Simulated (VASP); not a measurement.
# InAs (Immm) in VASP: single point with r2SCAN

Aim: the single point of InAs with r2SCAN.

All numbers are computed with VASP 6.6.1; they aren't measurements. Logs are shortened: lines on timing, memory, paths and dates and some standing lists are left out, and cuts for length are marked.

**1. The cell of the first run**

It takes space group Immm (No. 71, orthorhombic). Conventional cell: a = 3.967 Å, b = 4.171 Å, c = 5.755 Å, α = 90.00°, β = 90.00°, γ = 90.00°. Within 3.8 Å of In (site symmetry mmm) lie 6 As at 2.88 Å. Within 3.8 Å of As (site symmetry mmm) lie 6 In at 2.88 Å.

**2. Single point, r2SCAN (strain -0.0500 x Voigt [0, 0, 0, 0, 1, 0])**

File POSCAR:

```
InAs
1.0
   -0.0719326000      2.8773040000      2.8773040000
    2.8053714000      0.0000000000      2.8053714000
    2.8773040000      2.8773040000     -0.0719326000
In As
1 1
Direct
    0.5000000000      0.5000000000      0.5000000000
    0.0000000000      0.0000000000      0.0000000000
```

File INCAR.step1:

```
SYSTEM = InAs
PREC = Accurate
ENCUT = 520
ISMEAR = 0
SIGMA = 0.15
LREAL = .FALSE.
LASPH = .TRUE.
NELM = 60
NBANDS = 16
GGA = PE
ALGO = Normal
EDIFF = 1E-4
LWAVE = .TRUE.
LCHARG = .FALSE.
```

File INCAR.step2:

```
SYSTEM = InAs
PREC = Accurate
ENCUT = 520
EDIFF = 1E-6
ISMEAR = 0
SIGMA = 0.15
LREAL = .FALSE.
LASPH = .TRUE.
NELM = 60
ALGO = Normal
ISIF = 2
LWAVE = .FALSE.
LCHARG = .FALSE.
METAGGA = R2SCAN
LMIXTAU = .TRUE.
NBANDS = 16
ISTART = 1
```

File KPOINTS:

```
Automatic mesh
0
G
  14 14 14
  0 0 0
```

Potentials or basis: VASP PAW PBE potentials, release 64 (In_d, As).

The run is started by

```sh
$ cat potpaw_PBE.64/In_d/POTCAR potpaw_PBE.64/As/POTCAR > POTCAR
$ cp INCAR.step1 INCAR
$ mpirun -np 1 vasp_std > vasp.out
$ cp INCAR.step2 INCAR
$ mpirun -np 1 vasp_std > vasp.out
```

OUTCAR:

```text
SYSTEM = InAs
   PREC = Accurate
   ENCUT = 520
   EDIFF = 1E-6
   ISMEAR = 0
   LREAL = .FALSE.
   LASPH = .TRUE.
   NELM = 60
   ISIF = 2
   METAGGA = R2SCAN
   ISTART = 1

 ion  position               nearest neighbor table
   1  0.500  0.500  0.500-   2 2.88   2 2.88   2 2.88   2 2.88   2 2.88   2 2.88
   2  0.000  0.000  0.000-   1 2.88   1 2.88   1 2.88   1 2.88   1 2.88   1 2.88

  LATTYP: Found a body centered orthorhombic cell.
 ALAT       =     3.9673942814
 B/A-ratio  =     1.0512820513
 C/A-ratio  =     1.4504754486

  Lattice vectors:

 A1 = (   2.8773040000,  -2.8773040000,  -0.0719326000)
 A2 = (  -2.8773040000,  -2.8773040000,   0.0719326000)
 A3 = (   0.0719326000,   2.8773040000,  -2.8773040000)

Analysis of symmetry for initial positions (statically):
=====================================================================
 Subroutine PRICEL returns:
 Original cell was already a primitive cell.

 Routine SETGRP: Setting up the symmetry group for a
 body centered orthorhombic supercell.

 Subroutine GETGRP returns: Found  8 space group operations
 (whereof  8 operations were pure point group operations)
 out of a pool of  8 trial point group operations.

The static configuration has the point symmetry D_2h.

Analysis of symmetry for dynamics (positions and initial velocities):
=====================================================================
 Subroutine PRICEL returns:
 Original cell was already a primitive cell.

 Routine SETGRP: Setting up the symmetry group for a
 body centered orthorhombic supercell.

 Subroutine GETGRP returns: Found  8 space group operations
 (whereof  8 operations were pure point group operations)
 out of a pool of  8 trial point group operations.

The dynamic configuration has the point symmetry D_2h.

 Subroutine INISYM returns: Found  8 space group operations
 (whereof  8 operations are pure point group operations),
 and found     1 'primitive' translations

----------------------------------------------------------------------------------------

                                     Primitive cell

  volume of cell :      47.6119

  direct lattice vectors                    reciprocal lattice vectors
    -0.071932600  2.877304000  2.877304000    -0.169535398  0.173773783  0.169535398
     2.805371400  0.000000000  2.805371400     0.178229521 -0.173773783  0.178229521
     2.877304000  2.877304000 -0.071932600     0.169535398  0.173773783 -0.169535398

  length of vectors
     4.069758091  3.967394281  4.069758091     0.296111178  0.306151681  0.296111178

  position of ions in fractional coordinates (direct lattice)
     0.500000000  0.500000000  0.500000000
     0.000000000  0.000000000  0.000000000

  ion indices of the primitive-cell ions
   primitive index   ion index
                 1           1
                 2           2

----------------------------------------------------------------------------------------

 KPOINTS: Automatic mesh

Automatic generation of k-mesh.
 Grid dimensions read from file:
 generate k-points for:   14   14   14

 Generating k-lattice:

  Cartesian coordinates                     Fractional coordinates (reciprocal lattice)
    -0.012109671  0.012412413  0.012109671     0.071428571  0.000000000  0.000000000
     0.012730680 -0.012412413  0.012730680     0.000000000  0.071428571  0.000000000
     0.012109671  0.012412413 -0.012109671     0.000000000  0.000000000  0.071428571

  Length of vectors
     0.021150798  0.021867977  0.021150798

  Shift w.r.t. Gamma in fractional coordinates (k-lattice)
     0.000000000  0.000000000  0.000000000

 Subroutine IBZKPT returns following result:
 ===========================================

 Found    428 irreducible k-points:

 Following reciprocal coordinates:
            Coordinates               Weight
  0.000000  0.000000  0.000000      1.000000
  0.071429  0.000000  0.000000      4.000000
  0.142857  0.000000  0.000000      4.000000
  0.214286  0.000000  0.000000      4.000000
  0.285714  0.000000  0.000000      4.000000
  0.357143  0.000000  0.000000      4.000000
[... 16 lines left out ...]
 -0.000000  0.142857 -0.000000      4.000000
  0.071429  0.142857 -0.000000      8.000000
 [... further k-points ...]
   k-points           NKPTS =    428   k-points in BZ     NKDIM =    428   number of bands    NBANDS=     16
   number of dos      NEDOS =    301   number of ions     NIONS =      2
   total plane-waves  NPLWV =  27000
   dimension x,y,z NGX =    30 NGY =   30 NGZ =   30
   dimension x,y,z NGXF=    60 NGYF=   60 NGZF=   60
   ions per type =               1   1
   NGX,Y,Z   is equivalent  to a cutoff of  12.25, 12.57, 12.25 a.u.
   NGXF,Y,Z  is equivalent  to a cutoff of  24.51, 25.14, 24.51 a.u.
 SYSTEM =  InAs
   PREC   = accura    normal or accurate (medium, high low for compatibility)
   ISTART =      1    job   : 0-new  1-cont  2-samecut
   ICHARG =      0    charge: 1-file 2-atom 10-const
   ISPIN  =      1    spin polarized calculation?
   LNONCOLLINEAR =      F non collinear calculations
   LSORBIT =      F    spin-orbit coupling
   LASPH  =      T    aspherical Exc in radial PAW
   ENCUT  =  520.0 eV  38.22 Ry    6.18 a.u.   7.57  7.38  7.57*2*pi/ulx,y,z
   NELM   =     60;   NELMIN=  2; NELMDL=  0     # of ELM steps
   EDIFF  = 0.1E-05   stopping-criterion for ELM
   LREAL  =      F    real-space projection
   EDIFFG = 0.1E-04   stopping-criterion for IOM
   NSW    =      0    number of steps for IOM
   IBRION =     -1    ionic relax: 0-MD 1-quasi-New 2-CG
   NFREE  =      0    steps in history (QN), initial steepest desc. (CG)
   ISIF   =      2    stress and relaxation
   ISYM   =      2    0-nonsym 1-usesym 2-fastsym
   POTIM  = 0.5000    time-step for ionic-motion
   TEBEG  =    0.0;   TEEND  =   0.0 temperature during run
   PSTRESS=    0.0 pullay stress
   NELECT =      18.0000    total number of electrons
   NUPDOWN=      -1.0000    fix difference up-down
   EMIN   =  10.00;   EMAX   =-10.00  energy-range for DOS
   EFERMI =   0.00;   METHOD = LEGACY
   ISMEAR =     0;   SIGMA  =   0.15  broadening in eV -4-tet -1-fermi 0-gaus
   EFERMI_NEDOS =   21; number of points for ismear=-14 and -15
   IALGO  =     38    algorithm
   IMIX   =      4    mixing-type and parameters
     AMIX     =   0.40;   BMIX     =  1.00
     AMIX_MAG =   1.60;   BMIX_MAG =  1.00
  volume/ion in A,a.u.               =      23.81       160.65
  Fermi-wavevector in a.u.,A,eV,Ry     =   1.183751  2.236965 19.065393  1.401267
  Thomas-Fermi vector in A             =   2.319979
   LORBIT       =      0    0 simple, 1 ext, 2 COOP (PROOUT), +10 PAW based schemes
   METAGGA = R2SCAN    functional components
   LHFCALC =     F    Hartree Fock is set to
   AEXX    =    0.0000 exact exchange contribution
   IVDW    =     0    specifies the selected vdW correction
   LEPSILON=     F    determine dielectric tensor
   LRPA    =     F    only Hartree local field effects (RPA)
 non-spin polarized calculation
 Gauss-broadening in eV      SIGMA  =   0.15
  energy-cutoff  :      520.00
  volume of cell :       47.61
 maximum number of plane-waves:      1303
   NGX = 15   NGY = 15   NGZ = 15

 number of electron      18.0000000 magnetization

 Free energy of the ion-electron system (eV)
  ---------------------------------------------------
  ext. energy  EPLUGINS =         0.00000000
  ---------------------------------------------------
  free energy    TOTEN  =       -37.56660795 eV

  energy without entropy =      -37.55435822  energy(sigma->0) =      -37.56048309

 E-fermi :   5.7568     XC(G=0): -10.6756

 val. band max:        5.7487779116   @ k =  -0.0000   0.5000  -0.0000
 cond. band min:       5.7580939092   @ k =   0.3571   0.0714   0.0000
 fundamental gap:      0.0093159976
 Fermi energy:         5.7567535706

 k-point     1 :       0.0000    0.0000    0.0000
  band No.  band energies     occupation
      1      -9.1248      2.00000
      2      -9.1217      2.00000
      3      -9.0885      2.00000
      4      -9.0883      2.00000
      5      -9.0878      2.00000
      6      -6.8102      2.00000
[... 8 lines left out ...]
     15      13.8029      0.00000
     16      13.8534      0.00000

 k-point     2 :       0.0714    0.0000    0.0000
  band No.  band energies     occupation
      1      -9.1274      2.00000
      2      -9.1233      2.00000
      3      -9.0883      2.00000
      4      -9.0859      2.00000
      5      -9.0859      2.00000
      6      -6.7547      2.00000
[... 8 lines left out ...]
     15      13.9901      0.00000
     16      14.0492      0.00000

 k-point     3 :       0.1429    0.0000    0.0000
  band No.  band energies     occupation
      1      -9.1349      2.00000
      2      -9.1285      2.00000
      3      -9.0883      2.00000
      4      -9.0798      2.00000
      5      -9.0791      2.00000
      6      -6.5905      2.00000
[... 8 lines left out ...]
     15      13.9574      0.00000
     16      14.4249      0.00000

 k-point     4 :       0.2143    0.0000    0.0000
  band No.  band energies     occupation
      1      -9.1459      2.00000
      2      -9.1370      2.00000
      3      -9.0884      2.00000
      4      -9.0700      2.00000
      5      -9.0692      2.00000
      6      -6.3267      2.00000
[... 8 lines left out ...]
     15      14.4841      0.00000
     16      15.0127      0.00000
[... 324 lines left out ...]
 k-point    22 :      -0.0714    0.0714   -0.0000
  band No.  band energies     occupation
      1      -9.1317      2.00000
      2      -9.1247      2.00000
      3      -9.0896      2.00000
      4      -9.0846      2.00000
      5      -9.0807      2.00000
      6      -6.6566      2.00000
[... 8 lines left out ...]
     15      14.3150      0.00000
     16      14.4307      0.00000

 k-point    23 :      -0.0000    0.1429   -0.0000
  band No.  band energies     occupation
      1      -9.1321      2.00000
      2      -9.1276      2.00000
      3      -9.0898      2.00000
      4      -9.0823      2.00000
      5      -9.0791      2.00000
      6      -6.5739      2.00000
[... 8 lines left out ...]
     15      13.7976      0.00000
     16      14.2331      0.00000

 k-point    24 :       0.0714    0.1429   -0.0000
  band No.  band energies     occupation
      1      -9.1395      2.00000
      2      -9.1202      2.00000
      3      -9.0914      2.00000
      4      -9.0821      2.00000
      5      -9.0794      2.00000
      6      -6.5913      2.00000
[... 8 lines left out ...]
     15      14.4485      0.00000
     16      14.7429      0.00000

 [... further k-points ...]

------------------------ aborting loop because EDIFF is reached ----------------------------------------

  FORCE on cell =-STRESS in cart. coord.  units (eV):
  Direction    XX          YY          ZZ          XY          YZ          ZX
  --------------------------------------------------------------------------------------
  -------------------------------------------------------------------------------------
  Total       -0.6587439     -0.7029886     -0.6587439     -0.0000000      0.0000000      0.3277965
  in kB      -22.1672318    -23.6561008    -22.1672318     -0.0000000      0.0000000     11.0306000
  external PRESSURE =     -22.6635214 kB  Pullay stress =       0.0000000 kB

 VOLUME and BASIS-vectors are now :
 -----------------------------------------------------------------------------
  energy-cutoff  :      520.00
  volume of cell :       47.61
      direct lattice vectors                 reciprocal lattice vectors
    -0.071932600  2.877304000  2.877304000    -0.169535398  0.173773783  0.169535398
     2.805371400  0.000000000  2.805371400     0.178229521 -0.173773783  0.178229521
     2.877304000  2.877304000 -0.071932600     0.169535398  0.173773783 -0.169535398

 POSITION                                       TOTAL-FORCE (eV/Angst)
 -----------------------------------------------------------------------------------
      2.80537      2.87730      2.80537        -0.000000      0.000000      0.000000
      0.00000      0.00000      0.00000         0.000000      0.000000     -0.000000
 -----------------------------------------------------------------------------------
    total drift:                                0.000000      0.000000      0.000000

  FREE ENERGIE OF THE ION-ELECTRON SYSTEM (eV)
  ---------------------------------------------------
  free  energy   TOTEN  =       -37.5666079515 eV

  energy  without entropy=      -37.5543582248  energy(sigma->0) =      -37.56048309
```

Wall time 9.1 min (1 thread of Intel Xeon 6975P-C (Granite Rapids), shared host); peak memory 0.45 GiB.

Results:

```yaml
Free_energy: -37.5666 eV
Pressure: -2.3 GPa
Band_gap_on_the_k_mesh: zero (bands 9 and 10 overlap by 2.84 eV)
```

Levels at points of the mesh, in eV from the Fermi level:
| k point | band 7 | band 8 | band 9 | band 10 | band 11 | band 12 |
| --- | --- | --- | --- | --- | --- | --- |
| (0.00, 0.00, 0.00) | -0.52 | -0.26 | -0.25 | 0.04 | 7.27 | 7.67 |
| (0.50, 0.00, 0.00) | -6.77 | 0.18 | 0.34 | 2.73 | 3.67 | 3.88 |
| (0.00, 0.50, 0.00) | -6.55 | -0.01 | 0.11 | 2.37 | 3.29 | 3.56 |
| (0.50, 0.50, 0.00) | -4.83 | -2.78 | -2.33 | -2.31 | 4.29 | 9.62 |
| (0.50, 0.00, 0.50) | -4.83 | -2.82 | -2.64 | -1.98 | 4.33 | 9.83 |

Caveat: the cell differs from its parent crystal (strain -0.0500 x Voigt [0, 0, 0, 0, 1, 0]); the PAW data sets were made with another functional, which shifts forces and pressure a little; spin-orbit coupling is left out, which moves the levels of the heavy elements.
